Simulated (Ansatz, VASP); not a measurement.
SnO in VASP and in Ansatz

```
Sn O
1.0
     3.86388    0.00000    0.00000
     0.00000    3.86388    0.00000
     0.00000    0.00000    4.95122
Sn O
2 2
Direct
  0.50000 0.00000 0.76463
  0.00000 0.50000 0.23537
  0.00000 0.00000 0.00000
  0.50000 0.50000 0.00000
```

Alike in both runs: task single point; functional BLYP; k mesh 7 × 7 × 6; occupations fermi-dirac, width 0.05 eV; no spin polarisation.

|  | VASP | Ansatz |
| --- | --- | --- |
| version | VASP 6.6.1 | Ansatz 0.2.0 |
| potentials or method | VASP PAW PBE potentials, release 64 (Sn_d, O) | Ansatz PAW |
| plane-wave cutoff (eV) | 520 | 420 |
| valence electrons in the cell | 40 | 40 |

VASP gave:

* gap on the k mesh at the Fermi level (eV): 0.70
* least direct gap on the mesh (eV): 2.14
* pressure (GPa): 4.4
* traceless stress, the component that is largest in VASP (GPa): -0.49
* rms of the force components (eV/Å): 0.045

Which values does Ansatz return?

gap on the k mesh at the Fermi level (eV): 0.72; least direct gap on the mesh (eV): 2.18; pressure (GPa): 4.2; traceless stress, the component that is largest in VASP (GPa): -0.54; rms of the force components (eV/Å): 0.006.

VASP's potentials were made for PBE, not for BLYP. Atom by atom the forces differ by 0.039 eV/Å (rms over components).

Noted on Ansatz's run: odd divisions of the mesh miss points on the zone boundary, where band edges often lie, so the gap on the mesh can be too wide.
